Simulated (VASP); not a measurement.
A run of VASP 6.6.1 is set up as follows.

Contents of POSCAR:

```
MgO
1.0
    0.0000000000      2.1055000000      2.1055000000
    2.1055000000      0.0000000000      2.1055000000
    2.1055000000      2.1055000000      0.0000000000
Mg O
1 1
Direct
    0.0000000000      0.0000000000      0.0000000000
    0.5000000000      0.5000000000      0.5000000000
```

INCAR.step1

```
  ALGO = Normal
  EDIFF = 1E-8
  ENCUT = 500
  ISMEAR = 0
  LASPH = T
  LCHARG = F
  LMIXTAU = T
  LREAL = F
  LWAVE = T
  METAGGA = R2SCAN
  NELM = 80
  PREC = Accurate
  SIGMA = 0.01
```

INCAR.step2

```
  ALGO = Exact
  EDIFF = 1E-8
  ENCUT = 500
  ISMEAR = 0
  ISTART = 1
  LASPH = T
  LCHARG = F
  LMIXTAU = T
  LOPTICS = T
  LREAL = F
  LWAVE = T
  METAGGA = R2SCAN
  NBANDS = 90
  NELM = 1
  PREC = Accurate
  SIGMA = 0.01
```

File INCAR.step3:

```
  ALGO = EVGW0
  EDIFF = 1E-8
  ENCUT = 500
  ENCUTGW = 113.3
  ISMEAR = 0
  ISTART = 1
  LASPH = T
  LCHARG = F
  LMIXTAU = T
  LREAL = F
  LWAVE = F
  METAGGA = R2SCAN
  NBANDS = 90
  NBANDSGW = 12
  NELMGW = 1
  NOMEGA = 48
  PREC = Accurate
  PRECFOCK = Fast
  SIGMA = 0.01
```

The input KPOINTS:

```
k-points
0
Gamma
  4 4 4
```

Potentials or basis: VASP PAW PBE potentials, release 64 (Mg_GW, O_GW).

The run is started by

```sh
$ cat potpaw_PBE.64/Mg_GW/POTCAR potpaw_PBE.64/O_GW/POTCAR > POTCAR
$ cp INCAR.step1 INCAR
$ mpirun -np 1 vasp_std > vasp.out
$ cp INCAR.step2 INCAR
$ mpirun -np 1 vasp_std > vasp.out
$ cp INCAR.step3 INCAR
$ mpirun -np 1 vasp_std > vasp.out
```

(1) Estimate the quasiparticle gap.

(2) What does it give for the least direct quasiparticle gap?

(3) Estimate the least direct gap of the starting levels on the mesh.

## Answers

(1) 7.64 eV.

(2) 7.64 eV.

(3) 5.60 eV.

Caveat: the k points lie up to 0.65 Å⁻¹ apart; bands, screening cutoff and mesh are small and nothing is extrapolated, so the quasiparticle values aren't converged.
